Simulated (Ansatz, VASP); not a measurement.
Two plane-wave programs on Pd

```
Pd
1.0
     2.71461    0.00000    0.00000
    -1.35731    2.35092    0.00000
     1.35731    0.78364    2.21647
Pd
1
Direct
  0.00000 0.00000 0.00000
```

Alike in both runs: task single point; functional LDA; k mesh 15 × 15 × 15; occupations gaussian, width 0.1 eV; no spin polarisation.

```csv
,VASP,Ansatz
version,VASP 6.6.1,Ansatz 0.2.0
potentials or method,"VASP PAW LDA potentials, release 64 (Pd), cutoff 500 eV","scalar-relativistic, plane waves, PAW"
valence electrons in the cell,10,18
```

Ansatz gave:

```
gap on the k mesh at the Fermi level (eV) : none
pressure (GPa)                            : -0.1
```

Task: What did VASP give for the same quantities?

Result: gap on the k mesh at the Fermi level (eV): none; pressure (GPa): 0.2.

LDA's correlation is that of Perdew and Zunger in VASP and of Perdew and Wang (1992) in Ansatz. A gap of «none» marks a metal or a gap that the smearing closes. VASP's potentials hold 10 valence electrons a cell and Ansatz's 18, so a difference there can come from the potentials and not from the codes.
